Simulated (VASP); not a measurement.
# Al2O3 (P-6m2) in VASP: notebook

Al2O3 is run at these levels: LDA; tasks: single point.

Everything below comes from runs of VASP 6.6.1. Logs are shortened: lines on timing, memory, paths and dates and some standing lists are left out, and cuts for length are marked.

### 1 The cell of the first run

It takes space group P-6m2 (No. 187, hexagonal). Conventional cell: a = 2.714 Å, b = 2.714 Å, c = 10.543 Å, α = 90.00°, β = 90.00°, γ = 120.00°. Within 2.3 Å of Al (site symmetry 3m) lie 6 O at 1.74 to 2.23 Å. Within 2.3 Å of O (site symmetry 3m) lie 3 Al at 1.74 Å. Within 2.9 Å of O (site symmetry -6m2) lie 6 Al at 2.23 Å and 12 O at 2.71 to 2.82 Å.

### 2 Single point, LDA

INCAR

```
SYSTEM = Al2O3
PREC     = Accurate       ! precision mode
ENCUT    = 520            ! plane-wave cutoff, eV
EDIFF    = 1E-7           ! SCF threshold, eV
ISMEAR   = 0              ! smearing method
SIGMA    = 0.05           ! smearing width, eV
LREAL    = .FALSE.        ! projectors in reciprocal space
LASPH    = .TRUE.         ! aspherical terms in the spheres
NELM     = 100            ! most SCF steps
ALGO     = Normal         ! electronic algorithm
ISIF     = 2              ! what is computed and relaxed
LWAVE    = .FALSE.        ! write WAVECAR
LCHARG   = .FALSE.        ! write CHGCAR
GGA      = CA             ! functional
NBANDS   = 20             ! bands
```

KPOINTS

```
regular mesh
0
G
  12 12 4
  0 0 0
```

POSCAR

```
Al2O3
1.0
    2.7142536954      0.0000000000      0.0000000000
   -1.3571268477      2.3506126525      0.0000000000
    0.0000000000      0.0000000000     10.5434668076
Al O
2 3
Direct
    0.0000000000      0.0000000000      0.1499923300
    0.0000000000      0.0000000000      0.8500076700
    0.3333333333      0.6666666667      0.2223169200
    0.6666666667      0.3333333333      0.0000000000
    0.3333333333      0.6666666667      0.7776830800
```

Potentials or basis: VASP PAW LDA potentials, release 64 (Al, O).

The run is started by

```console
$ cat potpaw_LDA.64/Al/POTCAR potpaw_LDA.64/O/POTCAR > POTCAR
$ mpirun -np 1 vasp_std > vasp.out
```

OUTCAR:

```text
SYSTEM = Al2O3
   PREC = Accurate
   ENCUT = 520
   EDIFF = 1E-7
   ISMEAR = 0
   LREAL = .FALSE.
   LASPH = .TRUE.
   NELM = 100
   ISIF = 2
   GGA = CA

 ion  position               nearest neighbor table
   1  0.000  0.000  0.150-   3 1.74   3 1.74   3 1.74   4 2.23   4 2.23   4 2.23   2 3.16
   2  0.000  0.000  0.850-   5 1.74   5 1.74   5 1.74   4 2.23   4 2.23   4 2.23   1 3.16
   3  0.333  0.667  0.222-   1 1.74   1 1.74   1 1.74
   4  0.667  0.333  0.000-   1 2.23   2 2.23   1 2.23   2 2.23   1 2.23   2 2.23
   5  0.333  0.667  0.778-   2 1.74   2 1.74   2 1.74

  LATTYP: Found a hexagonal cell.
 ALAT       =     2.7142536954
 C/A-ratio  =     3.8844809627

  Lattice vectors:

 A1 = (   2.7142536954,   0.0000000000,   0.0000000000)
 A2 = (  -1.3571268477,   2.3506126525,   0.0000000000)
 A3 = (   0.0000000000,   0.0000000000,  10.5434668076)

Analysis of symmetry for initial positions (statically):
=====================================================================
 Subroutine PRICEL returns:
 Original cell was already a primitive cell.

 Routine SETGRP: Setting up the symmetry group for a
 hexagonal supercell.

 Subroutine GETGRP returns: Found 12 space group operations
 (whereof 12 operations were pure point group operations)
 out of a pool of 24 trial point group operations.

The static configuration has the point symmetry D_3h.

Analysis of symmetry for dynamics (positions and initial velocities):
=====================================================================
 Subroutine PRICEL returns:
 Original cell was already a primitive cell.

 Routine SETGRP: Setting up the symmetry group for a
 hexagonal supercell.

 Subroutine GETGRP returns: Found 12 space group operations
 (whereof 12 operations were pure point group operations)
 out of a pool of 24 trial point group operations.

The dynamic configuration has the point symmetry D_3h.

 Subroutine INISYM returns: Found 12 space group operations
 (whereof 12 operations are pure point group operations),
 and found     1 'primitive' translations

----------------------------------------------------------------------------------------

                                     Primitive cell

  volume of cell :      67.2690

  direct lattice vectors                    reciprocal lattice vectors
     2.714253695  0.000000000  0.000000000     0.368425399  0.212710503  0.000000000
    -1.357126848  2.350612653  0.000000000     0.000000000  0.425421006  0.000000000
     0.000000000  0.000000000 10.543466808     0.000000000  0.000000000  0.094845464

  length of vectors
     2.714253695  2.714253695 10.543466808     0.425421006  0.425421006  0.094845464

  position of ions in fractional coordinates (direct lattice)
     0.000000000  0.000000000  0.149992330
     0.000000000  0.000000000  0.850007670
     0.333333333  0.666666667  0.222316920
     0.666666667  0.333333333  0.000000000
     0.333333333  0.666666667  0.777683080

  ion indices of the primitive-cell ions
   primitive index   ion index
                 1           1
                 2           2
                 3           3
                 4           4
                 5           5

----------------------------------------------------------------------------------------

 KPOINTS: regular mesh

Automatic generation of k-mesh.
 Grid dimensions read from file:
 generate k-points for:   12   12    4

 Generating k-lattice:

  Cartesian coordinates                     Fractional coordinates (reciprocal lattice)
     0.030702117  0.017725875  0.000000000     0.083333333  0.000000000  0.000000000
     0.000000000  0.035451751  0.000000000     0.000000000  0.083333333  0.000000000
     0.000000000  0.000000000  0.023711366     0.000000000  0.000000000  0.250000000

  Length of vectors
     0.035451751  0.035451751  0.023711366

  Shift w.r.t. Gamma in fractional coordinates (k-lattice)
     0.000000000  0.000000000  0.000000000

 Subroutine IBZKPT returns following result:
 ===========================================

 Found     57 irreducible k-points:

 Following reciprocal coordinates:
            Coordinates               Weight
  0.000000  0.000000  0.000000      1.000000
  0.083333  0.000000  0.000000      6.000000
  0.166667  0.000000  0.000000      6.000000
  0.250000  0.000000  0.000000      6.000000
  0.333333  0.000000  0.000000      6.000000
  0.416667  0.000000  0.000000      6.000000
[... 16 lines left out ...]
  0.250000  0.000000  0.250000     12.000000
  0.333333  0.000000  0.250000     12.000000
 [... further k-points ...]
   k-points           NKPTS =     57   k-points in BZ     NKDIM =     57   number of bands    NBANDS=     20
   number of dos      NEDOS =    301   number of ions     NIONS =      5
   total plane-waves  NPLWV =  32000
   dimension x,y,z NGX =    20 NGY =   20 NGZ =   80
   dimension x,y,z NGXF=    40 NGYF=   40 NGZF=  160
   ions per type =               2   3
[... 31 lines left out ...]
     AMIX     =   0.40;   BMIX     =  1.00
     AMIX_MAG =   1.60;   BMIX_MAG =  1.00
  volume/ion in A,a.u.               =      13.45        90.79
  Fermi-wavevector in a.u.,A,eV,Ry     =   1.161111  2.194181 18.343074  1.348178
  Thomas-Fermi vector in A             =   2.297686
   LORBIT       =      0    0 simple, 1 ext, 2 COOP (PROOUT), +10 PAW based schemes
   GGA     = CA    functional components
   LHFCALC =     F    Hartree Fock is set to
   AEXX    =    0.0000 exact exchange contribution
   IVDW    =     0    specifies the selected vdW correction
   LEPSILON=     F    determine dielectric tensor
   LRPA    =     F    only Hartree local field effects (RPA)
 non-spin polarized calculation
 Gauss-broadening in eV      SIGMA  =   0.05
  energy-cutoff  :      520.00
  volume of cell :       67.27
 maximum number of plane-waves:      1833
   NGX = 11   NGY = 11   NGZ = 39

 number of electron      23.9999994 magnetization

 Free energy of the ion-electron system (eV)
  ---------------------------------------------------
  ext. energy  EPLUGINS =         0.00000000
  ---------------------------------------------------
  free energy    TOTEN  =       -39.01838929 eV

  energy without entropy =      -39.01838929  energy(sigma->0) =      -39.01838929

 E-fermi :   1.5334     XC(G=0):  -8.6560

 val. band max:        1.2715661431   @ k =   0.0000   0.0000   0.5000
 cond. band min:       5.5144382253   @ k =   0.0000   0.0000   0.0000
 fundamental gap:      4.2428720823
 Fermi energy:         1.5333867554

 k-point     1 :       0.0000    0.0000    0.0000
  band No.  band energies     occupation
      1     -18.3215      2.00000
      2     -17.9962      2.00000
      3     -16.0588      2.00000
      4      -5.4106      2.00000
      5      -2.7909      2.00000
      6      -0.8836      2.00000
[... 12 lines left out ...]
     19      14.9606      0.00000
     20      16.7295      0.00000

 k-point     2 :       0.0833    0.0000    0.0000
  band No.  band energies     occupation
      1     -18.2253      2.00000
      2     -17.9117      2.00000
      3     -15.9909      2.00000
      4      -5.3105      2.00000
      5      -2.7435      2.00000
      6      -1.3753      2.00000
[... 12 lines left out ...]
     19      14.6429      0.00000
     20      15.8345      0.00000

 k-point     3 :       0.1667    0.0000    0.0000
  band No.  band energies     occupation
      1     -17.9503      2.00000
      2     -17.6718      2.00000
      3     -15.8000      2.00000
      4      -5.0439      2.00000
      5      -2.6711      2.00000
      6      -2.2670      2.00000
[... 12 lines left out ...]
     19      14.0464      0.00000
     20      15.0930      0.00000

 k-point     4 :       0.2500    0.0000    0.0000
  band No.  band energies     occupation
      1     -17.5397      2.00000
      2     -17.3194      2.00000
      3     -15.5252      2.00000
      4      -4.8043      2.00000
      5      -3.4374      2.00000
      6      -3.0767      2.00000
[... 429 lines left out ...]
 k-point    23 :       0.2500    0.0000    0.2500
  band No.  band energies     occupation
      1     -17.5397      2.00000
      2     -17.3194      2.00000
      3     -15.5252      2.00000
      4      -4.8044      2.00000
      5      -3.4371      2.00000
      6      -3.0777      2.00000
[... 12 lines left out ...]
     19      14.0131      0.00000
     20      14.4265      0.00000

 k-point    24 :       0.3333    0.0000    0.2500
  band No.  band energies     occupation
      1     -17.0760      2.00000
      2     -16.9316      2.00000
      3     -15.2343      2.00000
      4      -5.1102      2.00000
      5      -4.5184      2.00000
      6      -3.3332      2.00000
[... 12 lines left out ...]
     19      13.7156      0.00000
     20      14.7670      0.00000

 [... further k-points ...]

------------------------ aborting loop because EDIFF is reached ----------------------------------------

  FORCE on cell =-STRESS in cart. coord.  units (eV):
  Direction    XX          YY          ZZ          XY          YZ          ZX
  --------------------------------------------------------------------------------------
  -------------------------------------------------------------------------------------
  Total        8.0365858      8.0365858    -11.0452246      0.0000000      0.0000000      0.0000000
  in kB      191.4111459    191.4111459   -263.0693140      0.0000000      0.0000000      0.0000000
  external PRESSURE =      39.9176592 kB  Pullay stress =       0.0000000 kB

 VOLUME and BASIS-vectors are now :
 -----------------------------------------------------------------------------
  energy-cutoff  :      520.00
  volume of cell :       67.27
      direct lattice vectors                 reciprocal lattice vectors
     2.714253695  0.000000000  0.000000000     0.368425399  0.212710503  0.000000000
    -1.357126848  2.350612653  0.000000000     0.000000000  0.425421006  0.000000000
     0.000000000  0.000000000 10.543466808     0.000000000  0.000000000  0.094845464

 POSITION                                       TOTAL-FORCE (eV/Angst)
 -----------------------------------------------------------------------------------
      0.00000      0.00000      1.58144        -0.000000      0.000000     -2.347077
      0.00000      0.00000      8.96203        -0.000000      0.000000      2.347077
     -0.00000      1.56708      2.34399         0.000000      0.000000     -0.757920
      1.35713      0.78354      0.00000        -0.000000      0.000000      0.000000
     -0.00000      1.56708      8.19948         0.000000      0.000000      0.757920
 -----------------------------------------------------------------------------------
    total drift:                                0.000000     -0.000000     -0.000000

  FREE ENERGIE OF THE ION-ELECTRON SYSTEM (eV)
  ---------------------------------------------------
  free  energy   TOTEN  =       -39.0183892887 eV

  energy  without entropy=      -39.0183892887  energy(sigma->0) =      -39.01838929
```

It took 80 s on 1 thread of Intel Xeon 6975P-C (Granite Rapids), shared host; peak memory 0.18 GiB.

Results:

- Free energy: -39.0184 eV
- Pressure: 4.0 GPa
- Largest force: 2.347 eV/Å
- Band gap on the k mesh: 4.24 eV, direct

Forces on the atoms (eV/Å):
```
Al   0.000  0.000 -2.347
Al   0.000  0.000  2.347
O    0.000  0.000 -0.758
O    0.000  0.000  0.000
O    0.000  0.000  0.758
```

Stress tensor (GPa, compression positive):
```
 19.14   0.00   0.00
  0.00  19.14   0.00
  0.00   0.00 -26.31
```

Caveat: forces of over 1 eV/Å act on the atoms, so gaps and moduli don't describe the material at rest. A k mesh can miss the band edges.

### 3 Single point, LDA

This run uses another cell than the first one, of the same volume but with other edges.

INCAR

```
ALGO = Normal ; EDIFF = 1E-7
ENCUT = 520 ; ISIF = 2
ISMEAR = 0 ; LASPH = True
LCHARG = False ; LREAL = False
LWAVE = False ; NBANDS = 20
NELM = 100 ; PREC = Accurate
SIGMA = 0.05
```

KPOINTS

```
k-points
0
Gamma
  12 12 4
```

Edit POSCAR of step 2 so:

```diff
@@ -2,5 +2,5 @@
 1.0
-    2.7142536954      0.0000000000      0.0000000000
-   -1.3571268477      2.3506126525      0.0000000000
-    0.0000000000      0.0000000000     10.5434668076
+    2.9656159628      0.0000000000      0.0000000000
+   -1.4828079814      2.5682987617      0.0000000000
+    0.0000000000      0.0000000000      8.8319070419
 Al O
```

Potentials or basis: VASP PAW LDA potentials, release 64 (Al, O).

The run is started by

```console
$ cat potpaw_LDA.64/Al/POTCAR potpaw_LDA.64/O/POTCAR > POTCAR
$ mpirun -np 1 vasp_std > vasp.out
```

It took 69 s on 1 thread of Intel Xeon 6975P-C (Granite Rapids), shared host; peak memory 0.19 GiB.

Results (log left out):

```yaml
Free_energy: -39.8205 eV
Pressure: -9.9 GPa
Largest_force: 1.201 eV/Å
Band_gap_on_the_k_mesh: 3.90 eV, indirect (least direct gap 4.15 eV)
```

Forces in eV/Å, atoms in the order of the input:
```
Al   0.000  0.000  1.201
Al   0.000  0.000 -1.201
O    0.000  0.000 -0.356
O    0.000  0.000  0.000
O    0.000  0.000  0.356
```

Stress tensor (GPa, compression positive):
```
-16.93   0.00   0.00
  0.00 -16.93   0.00
  0.00   0.00   4.01
```

Levels at points of the mesh, in eV from the valence-band top:
```
           k point  band 10  band 11  band 12  band 13  band 14  band 15
(0.00, 0.00, 0.00)    -1.05    -1.05    -0.25     3.90     6.65     7.15
(0.50, 0.00, 0.00)    -1.29    -0.81    -0.59     6.64     8.51     8.62
(0.00, 0.00, 0.50)    -1.05    -1.05    -0.33     4.03     6.42     7.09
(0.50, 0.00, 0.50)    -1.29    -0.82    -0.57     6.64     8.43     8.74
```

Caveat: forces of over 1 eV/Å act on the atoms, so gaps and moduli don't describe the material at rest. A k mesh can miss the band edges.

### 4 Single point, LDA

This run uses another cell than the first one, of the same volume but with other edges.

INCAR

```
ALGO = Normal
EDIFF = 1E-6
ENCUT = 520
GGA = CA
ISIF = 2
ISMEAR = 0
LASPH = True
LCHARG = True
LELF = True
LREAL = False
LVHAR = True
LWAVE = False
NBANDS = 20
NELM = 80
PREC = Accurate
SIGMA = 0.05
```

KPOINTS is that of step 3.

Edit POSCAR of step 3 so:

```diff
@@ -2,5 +2,5 @@
 1.0
-    2.9656159628      0.0000000000      0.0000000000
-   -1.4828079814      2.5682987617      0.0000000000
-    0.0000000000      0.0000000000      8.8319070419
+    2.7941301059      0.0000000000      0.0000000000
+   -1.3970650530      2.4197876532      0.0000000000
+    0.0000000000      0.0000000000      9.9492664367
 Al O
```

The run is started by

```console
$ cat potpaw_LDA.64/Al/POTCAR potpaw_LDA.64/O/POTCAR > POTCAR
$ mpirun -np 1 vasp_std > vasp.out
```

It took 66 s on 1 thread of Intel Xeon 6975P-C (Granite Rapids), shared host; peak memory 0.2 GiB.

It converged, with:

| Item | Value |
| --- | --- |
| Free energy | -39.8351 eV |
| Pressure | -1.4 GPa |
| Largest force | 1.267 eV/Å |
| Band gap on the k mesh | 5.05 eV, direct |

Forces in eV/Å, atoms in the order of the input:
```
Al   0.000  0.000 -1.267
Al   0.000  0.000  1.267
O    0.000  0.000 -0.646
O    0.000  0.000  0.000
O    0.000  0.000  0.646
```

Stress tensor (GPa, compression positive):
```
  5.88   0.00   0.00
  0.00   5.88   0.00
  0.00   0.00 -15.98
```

Levels at points of the mesh, in eV from the valence-band top:
```
           k point  band 9  band 10  band 11  band 12  band 13  band 14  band 15  band 16
(0.00, 0.00, 0.00)   -1.36    -0.71     0.00     0.00     5.05     7.85     7.87     9.25
(0.50, 0.00, 0.00)   -2.15    -1.20    -0.97    -0.77     7.83     8.19     9.02    10.21
(0.00, 0.00, 0.50)   -1.36    -0.74     0.00     0.00     5.16     7.17     8.47     9.34
(0.50, 0.00, 0.50)   -2.15    -1.20    -0.97    -0.77     7.85     8.17     9.03    10.14
```

Caveat: forces of over 1 eV/Å act on the atoms, so gaps and moduli don't describe the material at rest. A k mesh can miss the band edges.

### 5 Single point, LDA

This run uses another cell than the first one, of the same volume but with other edges.

INCAR

```
SYSTEM = Al2O3
  PREC = Accurate
  ENCUT = 520
  EDIFF = 1E-6
  ISMEAR = 0
  SIGMA = 0.05
  LREAL = .FALSE.
  LASPH = .TRUE.
  NELM = 60
  ALGO = Normal
  ISIF = 2
  LWAVE = .FALSE.
  LCHARG = .TRUE.
  GGA = CA
  LELF = .TRUE.
  LVHAR = .TRUE.
  NBANDS = 20
```

KPOINTS

```
Automatic mesh
0
G
  12 12 4
  0 0 0
```

Edit POSCAR of step 4 so:

```diff
@@ -2,5 +2,5 @@
 1.0
-    2.7941301059      0.0000000000      0.0000000000
-   -1.3970650530      2.4197876532      0.0000000000
-    0.0000000000      0.0000000000      9.9492664367
+    2.8377954417      0.0000000000      0.0000000000
+   -1.4188977209      2.4576029432      0.0000000000
+    0.0000000000      0.0000000000      9.6454420731
 Al O
```

The run is started by

```console
$ cat potpaw_LDA.64/Al/POTCAR potpaw_LDA.64/O/POTCAR > POTCAR
$ mpirun -np 1 vasp_std > vasp.out
```

Run time: 77 s. Hardware: 1 thread of Intel Xeon 6975P-C (Granite Rapids), shared host; peak memory 0.19 GiB.

It converged, with:

* Free energy: -40.0410 eV
* Pressure: -4.0 GPa
* Largest force: 0.649 eV/Å
* Band gap on the k mesh: 5.16 eV, indirect (least direct gap 5.25 eV)

Forces in eV/Å, atoms in the order of the input:
```
Al   0.000  0.000 -0.649
Al   0.000  0.000  0.649
O    0.000  0.000 -0.577
O    0.000  0.000  0.000
O    0.000  0.000  0.577
```

Stress tensor (GPa, compression positive):
```
 -0.67   0.00   0.00
  0.00  -0.67   0.00
  0.00   0.00 -10.54
```

Levels at points of the mesh, in eV from the valence-band top:
| k point | band 8 | band 9 | band 10 | band 11 | band 12 | band 13 | band 14 | band 15 | band 16 | band 17 |
| --- | --- | --- | --- | --- | --- | --- | --- | --- | --- | --- |
| (0.00, 0.00, 0.00) | -1.10 | -1.10 | -0.26 | -0.09 | -0.09 | 5.16 | 7.86 | 8.00 | 9.39 | 12.63 |
| (0.50, 0.00, 0.00) | -2.20 | -1.85 | -0.80 | -0.72 | -0.55 | 8.09 | 8.65 | 9.05 | 10.70 | 12.40 |
| (0.00, 0.00, 0.50) | -1.10 | -1.10 | -0.30 | -0.09 | -0.09 | 5.28 | 7.31 | 8.35 | 9.63 | 12.50 |
| (0.50, 0.00, 0.50) | -2.21 | -1.85 | -0.80 | -0.72 | -0.55 | 8.11 | 8.62 | 9.07 | 10.59 | 12.78 |

 A k mesh can miss the band edges.

### 6 The runs side by side

| cell | gap on the mesh (eV) | pressure (GPa) | largest force (eV/Å) |
| --- | --- | --- | --- |
| a = 2.714, b = 2.714, c = 10.543 Å, angles 90.0, 90.0, 120.0°, 5 atoms | 4.24 | 4.0 | 2.35 |
| a = 2.966, b = 2.966, c = 8.832 Å, angles 90.0, 90.0, 120.0°, 5 atoms | 3.90 | -9.9 | 1.20 |
| a = 2.794, b = 2.794, c = 9.949 Å, angles 90.0, 90.0, 120.0°, 5 atoms | 5.05 | -1.4 | 1.27 |
| a = 2.838, b = 2.838, c = 9.645 Å, angles 90.0, 90.0, 120.0°, 5 atoms | 5.16 | -4.0 | 0.65 |

Alike in all rows: task single point; level LDA; potentials or basis VASP PAW LDA potentials, release 64 (Al, O); no spin polarisation; k mesh 12 × 12 × 4; cutoff (eV) 520; smearing gaussian 0.05 eV.

Caveats: forces of over 1 eV/Å act on the atoms, so gaps and moduli don't describe the material at rest (some runs).

Total energies depend on the potentials used, so only differences within one code and one set of settings carry meaning.
